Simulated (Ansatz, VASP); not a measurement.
# One calculation of Ga, two programs

```
Ga
1.0
     1.42040   -3.98202    0.00000
     1.42040    3.98202    0.00000
     0.00000    0.00000    3.10529
Ga
2
Direct
  0.13300 0.86700 0.75000
  0.86700 0.13300 0.25000
```

Alike in both runs: task single point; functional LDA; k mesh 10 × 10 × 8; occupations fermi-dirac, width 0.05 eV; no spin polarisation.

```csv
,VASP,Ansatz
version,VASP 6.6.1,Ansatz 0.2.0
potentials or method,"VASP PAW LDA potentials, release 64 (Ga_d)",Ansatz PAW
plane-wave cutoff (eV),520,420
valence electrons in the cell,26,26
```

```csv
,VASP,Ansatz,Ansatz less VASP
gap on the k mesh at the Fermi level (eV),none,none,-
pressure (GPa),-0.6,-0.8,-0.14
"traceless stress, the component that is largest in VASP (GPa)",-2.20,-2.16,+0.040
rms of the force components (eV/Å),0.131,0.129,-0.0018
```

LDA's correlation is that of Perdew and Zunger in VASP and of Perdew and Wang (1992) in Ansatz. Atom by atom the forces differ by 0.002 eV/Å (rms over components). A gap of «none» marks a metal or a gap that the smearing closes.
